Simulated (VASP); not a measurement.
# Mg (P6/mmm) in VASP: notebook

The runs below take Mg through single point, with PBE.

Everything below comes from runs of VASP 6.6.1. Logs are shortened: lines on timing, memory, paths and dates and some standing lists are left out, and cuts for length are marked.

**1. The cell of the first run**

Symmetry: P6/mmm, No. 191, hexagonal system. The conventional cell has a = 3.050 Å, b = 3.050 Å, c = 3.045 Å, α = 90.00°, β = 90.00°, γ = 120.00°. Mg (site symmetry 6/mmm) has 8 Mg at 3.04 to 3.05 Å within 4.0 Å.

This isn't the form of Mg at room conditions, which is hcp.

**2. Single point, PBE**

Input file INCAR:

```
PREC     = Accurate       # precision mode
ENCUT    = 520            # plane-wave cutoff, eV
EDIFF    = 1E-6           # SCF threshold, eV
ISMEAR   = 0              # smearing method
SIGMA    = 0.15           # smearing width, eV
LREAL    = False          # projectors in reciprocal space
LASPH    = True           # aspherical terms in the spheres
NELM     = 100            # most SCF steps
ALGO     = Fast           # electronic algorithm
ISIF     = 2              # what is computed and relaxed
LWAVE    = False          # write WAVECAR
LCHARG   = False          # write CHGCAR
GGA      = PE             # functional
NBANDS   = 7              # bands
```

Input file KPOINTS:

```
regular mesh
0
Gamma
  18 18 16
```

Input file POSCAR:

```
Mg
1.0
    3.0502998005      0.0000000000      0.0000000000
   -1.5251499003      2.6416371164      0.0000000000
    0.0000000000      0.0000000000      3.0448375700
Mg
1
Direct
    0.0000000000      0.0000000000      0.0000000000
```

Potentials or basis: VASP PAW PBE potentials, release 64 (Mg).

Started as:

```
> cat potpaw_PBE.64/Mg/POTCAR > POTCAR
> mpirun -np 1 vasp_std > vasp.out
```

OUTCAR:

```text
PREC = Accurate
   ENCUT = 520
   EDIFF = 1E-6
   ISMEAR = 0
   LREAL = False
   LASPH = True
   NELM = 100
   ISIF = 2
   GGA = PE

 ion  position               nearest neighbor table
   1  0.000  0.000  0.000-

  LATTYP: Found a hexagonal cell.
 ALAT       =     3.0502998005
 C/A-ratio  =     0.9982092808

  Lattice vectors:

 A1 = (   3.0502998005,   0.0000000000,   0.0000000000)
 A2 = (  -1.5251499003,   2.6416371164,   0.0000000000)
 A3 = (   0.0000000000,   0.0000000000,   3.0448375700)

Analysis of symmetry for initial positions (statically):
=====================================================================
 Subroutine PRICEL returns:
 Original cell was already a primitive cell.

 Routine SETGRP: Setting up the symmetry group for a
 hexagonal supercell.

 Subroutine GETGRP returns: Found 24 space group operations
 (whereof 24 operations were pure point group operations)
 out of a pool of 24 trial point group operations.

The static configuration has the point symmetry D_6h.

Analysis of symmetry for dynamics (positions and initial velocities):
=====================================================================
 Subroutine PRICEL returns:
 Original cell was already a primitive cell.

 Routine SETGRP: Setting up the symmetry group for a
 hexagonal supercell.

 Subroutine GETGRP returns: Found 24 space group operations
 (whereof 24 operations were pure point group operations)
 out of a pool of 24 trial point group operations.

The dynamic configuration has the point symmetry D_6h.

 Subroutine INISYM returns: Found 24 space group operations
 (whereof 24 operations are pure point group operations),
 and found     1 'primitive' translations

----------------------------------------------------------------------------------------

                                     Primitive cell

  volume of cell :      24.5346

  direct lattice vectors                    reciprocal lattice vectors
     3.050299800  0.000000000  0.000000000     0.327836628  0.189276565  0.000000000
    -1.525149900  2.641637116  0.000000000     0.000000000  0.378553130  0.000000000
     0.000000000  0.000000000  3.044837570     0.000000000  0.000000000  0.328424744

  length of vectors
     3.050299800  3.050299801  3.044837570     0.378553130  0.378553130  0.328424744

  position of ions in fractional coordinates (direct lattice)
     0.000000000  0.000000000  0.000000000

  ion indices of the primitive-cell ions
   primitive index   ion index
[... 69 lines left out ...]
   LSORBIT =      F    spin-orbit coupling
   LASPH  =      T    aspherical Exc in radial PAW
   ENCUT  =  520.0 eV  38.22 Ry    6.18 a.u.   5.67  5.67  5.66*2*pi/ulx,y,z
   NELM   =    100;   NELMIN=  2; NELMDL= -5     # of ELM steps
   EDIFF  = 0.1E-05   stopping-criterion for ELM
   LREAL  =      F    real-space projection
   EDIFFG = 0.1E-04   stopping-criterion for IOM
   NSW    =      0    number of steps for IOM
   IBRION =     -1    ionic relax: 0-MD 1-quasi-New 2-CG
   NFREE  =      0    steps in history (QN), initial steepest desc. (CG)
   ISIF   =      2    stress and relaxation
   ISYM   =      2    0-nonsym 1-usesym 2-fastsym
   POTIM  = 0.5000    time-step for ionic-motion
   TEBEG  =    0.0;   TEEND  =   0.0 temperature during run
   PSTRESS=    0.0 pullay stress
   NELECT =       2.0000    total number of electrons
   NUPDOWN=      -1.0000    fix difference up-down
   EMIN   =  10.00;   EMAX   =-10.00  energy-range for DOS
   EFERMI =   0.00;   METHOD = LEGACY
   ISMEAR =     0;   SIGMA  =   0.15  broadening in eV -4-tet -1-fermi 0-gaus
   EFERMI_NEDOS =   21; number of points for ismear=-14 and -15
   IALGO  =     68    algorithm
   IMIX   =      4    mixing-type and parameters
     AMIX     =   0.40;   BMIX     =  1.00
     AMIX_MAG =   1.60;   BMIX_MAG =  1.00
  volume/ion in A,a.u.               =      24.53       165.57
  Fermi-wavevector in a.u.,A,eV,Ry     =   0.709836  1.341396  6.855535  0.503868
  Thomas-Fermi vector in A             =   1.796524
   LORBIT       =      0    0 simple, 1 ext, 2 COOP (PROOUT), +10 PAW based schemes
   GGA     = PE    functional components
   LHFCALC =     F    Hartree Fock is set to
   AEXX    =    0.0000 exact exchange contribution
   IVDW    =     0    specifies the selected vdW correction
   LEPSILON=     F    determine dielectric tensor
   LRPA    =     F    only Hartree local field effects (RPA)
 non-spin polarized calculation
 RMM-DIIS sequential band-by-band and
 Gauss-broadening in eV      SIGMA  =   0.15
  energy-cutoff  :      520.00
  volume of cell :       24.53
 maximum number of plane-waves:       674
 NGX is ok and might be reduce to    24
   NGX = 11   NGY = 11   NGZ = 11

 number of electron       2.0000000 magnetization

 Free energy of the ion-electron system (eV)
  ---------------------------------------------------
  ext. energy  EPLUGINS =         0.00000000
  ---------------------------------------------------
  free energy    TOTEN  =        -1.27631390 eV

  energy without entropy =       -1.27137215  energy(sigma->0) =       -1.27384303

 E-fermi :   2.2659     XC(G=0):  -8.2647

 val. band max:        2.2482739255   @ k =   0.3889   0.0556   0.4375
 cond. band min:       2.2918925022   @ k =   0.4444   0.1111   0.3125
 fundamental gap:      0.0436185767
 Fermi energy:         2.2658880755

 k-point     1 :       0.0000    0.0000    0.0000
  band No.  band energies     occupation
      1      -4.3779      2.00000
      2      10.2701      0.00000
      3      11.0056      0.00000
      4      14.8305      0.00000
      5      14.8305      0.00000
      6      15.9251      0.00000
      7      15.9251      0.00000
[... 221 lines left out ...]
 k-point    24 :       0.3889    0.1111    0.0000
  band No.  band energies     occupation
      1      -0.0150      2.00000
      2       2.3045      0.71562
      3       7.8253      0.00000
      4      13.6487      0.00000
      5      14.7099      0.00000
      6      16.8792      0.00000
      7      16.8828      0.00000

 [... further k-points ...]
[... 5 lines left out ...]
  --------------------------------------------------------------------------------------
  -------------------------------------------------------------------------------------
  Total        0.2167905      0.2167905      0.1218614     -0.0000000      0.0000000      0.0000000
  in kB       14.1569953     14.1569953      7.9578720     -0.0000000      0.0000000      0.0000000
  external PRESSURE =      12.0906209 kB  Pullay stress =       0.0000000 kB

 VOLUME and BASIS-vectors are now :
 -----------------------------------------------------------------------------
  energy-cutoff  :      520.00
  volume of cell :       24.53
      direct lattice vectors                 reciprocal lattice vectors
     3.050299800  0.000000000  0.000000000     0.327836628  0.189276565  0.000000000
    -1.525149900  2.641637116  0.000000000     0.000000000  0.378553130  0.000000000
     0.000000000  0.000000000  3.044837570     0.000000000  0.000000000  0.328424744

 POSITION                                       TOTAL-FORCE (eV/Angst)
 -----------------------------------------------------------------------------------
      0.00000      0.00000      0.00000        -0.000000      0.000000      0.000000
 -----------------------------------------------------------------------------------
    total drift:                                0.000000      0.000000      0.000000

  FREE ENERGIE OF THE ION-ELECTRON SYSTEM (eV)
  ---------------------------------------------------
  free  energy   TOTEN  =        -1.2763139004 eV

  energy  without entropy=       -1.2713721526  energy(sigma->0) =       -1.27384303
```

OSZICAR:

```text
N       E                     dE             d eps       ncg     rms          rms(c)
DAV:   1    -0.688317097788E+00   -0.68832E+00   -0.72383E+02  4977   0.189E+02
DAV:   2    -0.128354852541E+01   -0.59523E+00   -0.57138E+00  6055   0.105E+01
DAV:   3    -0.128587190704E+01   -0.23234E-02   -0.23223E-02  6139   0.725E-01
DAV:   4    -0.128587695504E+01   -0.50480E-05   -0.50481E-05  6811   0.242E-02
DAV:   5    -0.128587696320E+01   -0.81580E-08   -0.81569E-08  6132   0.657E-04    0.626E-01
RMM:   6    -0.128099608131E+01    0.48809E-02   -0.32820E-04  4664   0.118E-01    0.400E-01
RMM:   7    -0.127630069224E+01    0.46954E-02   -0.14216E-03  4959   0.227E-01    0.219E-02
RMM:   8    -0.127631381492E+01   -0.13123E-04   -0.52181E-05  5023   0.410E-02    0.603E-03
RMM:   9    -0.127631390042E+01   -0.85500E-07   -0.53477E-06  5150   0.130E-02
   1 F= -.12763139E+01 E0= -.12738430E+01  d E =-.494175E-02
```

stdout:

```text
POSCAR found type information on POSCAR Mg
 POSCAR found :  1 types and       1 ions
 scaLAPACK will be used
 LDA part: xc-table for (Slater+PW92), standard interpolation
 POSCAR, INCAR and KPOINTS ok, starting setup
 FFT: planning ... GRIDC
 FFT: planning ... GRID_SOFT
 FFT: planning ... GRID
 WAVECAR not read
 entering main loop
```

Run time: 37 s. Hardware: 1 thread of Intel Xeon 8259CL, shared host; peak memory 0.18 GiB.

What came out:

```yaml
Free_energy: -1.2763 eV
Pressure: 1.2 GPa
Band_gap_on_the_k_mesh: zero (bands 1 and 2 overlap by 5.40 eV)
```

Stress tensor (GPa, compression positive):
```
1.42 0.00 0.00
0.00 1.42 0.00
0.00 0.00 0.80
```

**3. Single point, PBE**

Input file INCAR:

```
SYSTEM = Mg
PREC = Accurate
ENCUT = 520
EDIFF = 1E-6
ISMEAR = 0
SIGMA = 0.15
LREAL = .False.
LASPH = .True.
NELM = 80
ALGO = Normal
ISIF = 2
LWAVE = .False.
LCHARG = .False.
GGA = PE
NBANDS = 7
```

Input file KPOINTS:

```
Automatic mesh
0
Gamma
  21 21 18
  0 0 0
```

POSCAR is that of step 2.

Potentials or basis: VASP PAW PBE potentials, release 64 (Mg).

Started as:

```
> cat potpaw_PBE.64/Mg/POTCAR > POTCAR
> mpirun -np 1 vasp_std > vasp.out
```

OUTCAR:

```text
SYSTEM = Mg
   PREC = Accurate
   ENCUT = 520
   EDIFF = 1E-6
   ISMEAR = 0
   LREAL = .False.
   LASPH = .True.
   NELM = 80
   ISIF = 2
   GGA = PE

 ion  position               nearest neighbor table
   1  0.000  0.000  0.000-

  LATTYP: Found a hexagonal cell.
 ALAT       =     3.0502998005
 C/A-ratio  =     0.9982092808

  Lattice vectors:

 A1 = (   3.0502998005,   0.0000000000,   0.0000000000)
 A2 = (  -1.5251499003,   2.6416371164,   0.0000000000)
 A3 = (   0.0000000000,   0.0000000000,   3.0448375700)

Analysis of symmetry for initial positions (statically):
=====================================================================
 Subroutine PRICEL returns:
 Original cell was already a primitive cell.

 Routine SETGRP: Setting up the symmetry group for a
 hexagonal supercell.

 Subroutine GETGRP returns: Found 24 space group operations
 (whereof 24 operations were pure point group operations)
 out of a pool of 24 trial point group operations.

The static configuration has the point symmetry D_6h.

Analysis of symmetry for dynamics (positions and initial velocities):
=====================================================================
 Subroutine PRICEL returns:
 Original cell was already a primitive cell.

 Routine SETGRP: Setting up the symmetry group for a
 hexagonal supercell.

 Subroutine GETGRP returns: Found 24 space group operations
 (whereof 24 operations were pure point group operations)
 out of a pool of 24 trial point group operations.

The dynamic configuration has the point symmetry D_6h.

 Subroutine INISYM returns: Found 24 space group operations
 (whereof 24 operations are pure point group operations),
 and found     1 'primitive' translations

----------------------------------------------------------------------------------------

                                     Primitive cell

  volume of cell :      24.5346

  direct lattice vectors                    reciprocal lattice vectors
     3.050299800  0.000000000  0.000000000     0.327836628  0.189276565  0.000000000
    -1.525149900  2.641637116  0.000000000     0.000000000  0.378553130  0.000000000
     0.000000000  0.000000000  3.044837570     0.000000000  0.000000000  0.328424744

  length of vectors
     3.050299800  3.050299801  3.044837570     0.378553130  0.378553130  0.328424744

  position of ions in fractional coordinates (direct lattice)
     0.000000000  0.000000000  0.000000000

  ion indices of the primitive-cell ions
   primitive index   ion index
                 1           1

----------------------------------------------------------------------------------------

 KPOINTS: Automatic mesh

Automatic generation of k-mesh.
 Grid dimensions read from file:
 generate k-points for:   21   21   18

 Generating k-lattice:

  Cartesian coordinates                     Fractional coordinates (reciprocal lattice)
     0.015611268  0.009013170  0.000000000     0.047619048  0.000000000  0.000000000
     0.000000000  0.018026340  0.000000000     0.000000000  0.047619048  0.000000000
     0.000000000  0.000000000  0.018245819     0.000000000  0.000000000  0.055555556

  Length of vectors
     0.018026340  0.018026340  0.018245819

  Shift w.r.t. Gamma in fractional coordinates (k-lattice)
     0.000000000  0.000000000  0.000000000

 Subroutine IBZKPT returns following result:
 ===========================================

 Found    480 irreducible k-points:

 Following reciprocal coordinates:
            Coordinates               Weight
  0.000000  0.000000  0.000000      1.000000
  0.047619  0.000000  0.000000      6.000000
  0.095238  0.000000  0.000000      6.000000
  0.142857  0.000000  0.000000      6.000000
  0.190476  0.000000  0.000000      6.000000
  0.238095  0.000000  0.000000      6.000000
[... 16 lines left out ...]
  0.142857  0.095238  0.000000     12.000000
  0.190476  0.095238  0.000000     12.000000
 [... further k-points ...]
   k-points           NKPTS =    480   k-points in BZ     NKDIM =    480   number of bands    NBANDS=      7
   number of dos      NEDOS =    301   number of ions     NIONS =      1
   total plane-waves  NPLWV =  13824
   dimension x,y,z NGX =    24 NGY =   24 NGZ =   24
   dimension x,y,z NGXF=    48 NGYF=   48 NGZF=   48
   ions per type =               1
   NGX,Y,Z   is equivalent  to a cutoff of  13.08, 13.08, 13.10 a.u.
   NGXF,Y,Z  is equivalent  to a cutoff of  26.16, 26.16, 26.21 a.u.
 SYSTEM =  Mg
   PREC   = accura    normal or accurate (medium, high low for compatibility)
   ISTART =      0    job   : 0-new  1-cont  2-samecut
   ICHARG =      2    charge: 1-file 2-atom 10-const
   ISPIN  =      1    spin polarized calculation?
   LNONCOLLINEAR =      F non collinear calculations
   LSORBIT =      F    spin-orbit coupling
   LASPH  =      T    aspherical Exc in radial PAW
   ENCUT  =  520.0 eV  38.22 Ry    6.18 a.u.   5.67  5.67  5.66*2*pi/ulx,y,z
   NELM   =     80;   NELMIN=  2; NELMDL= -5     # of ELM steps
   EDIFF  = 0.1E-05   stopping-criterion for ELM
   LREAL  =      F    real-space projection
   EDIFFG = 0.1E-04   stopping-criterion for IOM
   NSW    =      0    number of steps for IOM
   IBRION =     -1    ionic relax: 0-MD 1-quasi-New 2-CG
   NFREE  =      0    steps in history (QN), initial steepest desc. (CG)
   ISIF   =      2    stress and relaxation
   ISYM   =      2    0-nonsym 1-usesym 2-fastsym
   POTIM  = 0.5000    time-step for ionic-motion
   TEBEG  =    0.0;   TEEND  =   0.0 temperature during run
   PSTRESS=    0.0 pullay stress
   NELECT =       2.0000    total number of electrons
   NUPDOWN=      -1.0000    fix difference up-down
   EMIN   =  10.00;   EMAX   =-10.00  energy-range for DOS
   EFERMI =   0.00;   METHOD = LEGACY
   ISMEAR =     0;   SIGMA  =   0.15  broadening in eV -4-tet -1-fermi 0-gaus
   EFERMI_NEDOS =   21; number of points for ismear=-14 and -15
   IALGO  =     38    algorithm
   IMIX   =      4    mixing-type and parameters
     AMIX     =   0.40;   BMIX     =  1.00
     AMIX_MAG =   1.60;   BMIX_MAG =  1.00
  volume/ion in A,a.u.               =      24.53       165.57
  Fermi-wavevector in a.u.,A,eV,Ry     =   0.709836  1.341396  6.855535  0.503868
  Thomas-Fermi vector in A             =   1.796524
   LORBIT       =      0    0 simple, 1 ext, 2 COOP (PROOUT), +10 PAW based schemes
   GGA     = PE    functional components
   LHFCALC =     F    Hartree Fock is set to
   AEXX    =    0.0000 exact exchange contribution
   IVDW    =     0    specifies the selected vdW correction
   LEPSILON=     F    determine dielectric tensor
   LRPA    =     F    only Hartree local field effects (RPA)
 non-spin polarized calculation
 Gauss-broadening in eV      SIGMA  =   0.15
  energy-cutoff  :      520.00
  volume of cell :       24.53
 maximum number of plane-waves:       678
 NGX is ok and might be reduce to    24
   NGX = 11   NGY = 11   NGZ = 11

 number of electron       2.0000000 magnetization

 Free energy of the ion-electron system (eV)
  ---------------------------------------------------
  ext. energy  EPLUGINS =         0.00000000
  ---------------------------------------------------
  free energy    TOTEN  =        -1.27591340 eV

  energy without entropy =       -1.27039349  energy(sigma->0) =       -1.27315344

 E-fermi :   2.2663     XC(G=0):  -8.2646

 val. band max:        2.2547684218   @ k =   0.4286   0.0476   0.3889
 cond. band min:       2.2699667161   @ k =   0.1905   0.1429   0.4444
 fundamental gap:      0.0151982943
 Fermi energy:         2.2663150154

 k-point     1 :       0.0000    0.0000    0.0000
  band No.  band energies     occupation
      1      -4.3779      2.00000
      2      10.2702      0.00000
      3      11.0056      0.00000
      4      14.8307      0.00000
      5      14.8307      0.00000
      6      15.9252      0.00000
      7      15.9252      0.00000

 k-point     2 :       0.0476    0.0000    0.0000
  band No.  band energies     occupation
      1      -4.3288      2.00000
      2      10.2662      0.00000
      3      11.0464      0.00000
      4      13.8742      0.00000
      5      14.4018      0.00000
      6      15.9583      0.00000
      7      16.4375      0.00000
[... 201 lines left out ...]
 k-point    23 :       0.1429    0.0952    0.0000
  band No.  band energies     occupation
      1      -3.4504      2.00000
      2       8.9102      0.00000
      3       9.6997      0.00000
      4      11.7806      0.00000
      5      12.6027      0.00000
      6      16.4509      0.00000
      7      18.0640      0.00000

 k-point    24 :       0.1905    0.0952    0.0000
  band No.  band energies     occupation
      1      -3.0142      2.00000
      2       7.5738      0.00000
      3       9.3016      0.00000
      4      12.1485      0.00000
      5      12.7016      0.00000
      6      16.1229      0.00000
      7      19.2053      0.00000

 [... further k-points ...]
[... 5 lines left out ...]
  --------------------------------------------------------------------------------------
  -------------------------------------------------------------------------------------
  Total        0.2142281      0.2142281      0.1253781     -0.0000000     -0.0000000      0.0000000
  in kB       13.9896585     13.9896585      8.1875209     -0.0000000     -0.0000000      0.0000000
  external PRESSURE =      12.0556126 kB  Pullay stress =       0.0000000 kB

 VOLUME and BASIS-vectors are now :
 -----------------------------------------------------------------------------
  energy-cutoff  :      520.00
  volume of cell :       24.53
      direct lattice vectors                 reciprocal lattice vectors
     3.050299800  0.000000000  0.000000000     0.327836628  0.189276565  0.000000000
    -1.525149900  2.641637116  0.000000000     0.000000000  0.378553130  0.000000000
     0.000000000  0.000000000  3.044837570     0.000000000  0.000000000  0.328424744

 POSITION                                       TOTAL-FORCE (eV/Angst)
 -----------------------------------------------------------------------------------
      0.00000      0.00000      0.00000         0.000000      0.000000      0.000000
 -----------------------------------------------------------------------------------
    total drift:                                0.000000      0.000000      0.000000

  FREE ENERGIE OF THE ION-ELECTRON SYSTEM (eV)
  ---------------------------------------------------
  free  energy   TOTEN  =        -1.2759133954 eV

  energy  without entropy=       -1.2703934892  energy(sigma->0) =       -1.27315344
```

Wall time 50 s (1 thread of Intel Xeon 8259CL, shared host); peak memory 0.2 GiB.

Results:

```yaml
Free_energy: -1.2759 eV
Pressure: 1.2 GPa
Band_gap_on_the_k_mesh: zero (bands 1 and 2 overlap by 5.40 eV)
```

Stress tensor (GPa, compression positive):
```
1.40 0.00 0.00
0.00 1.40 0.00
0.00 0.00 0.82
```

The gap in the log of VASP goes by the Fermi energy; the results here count the filled bands.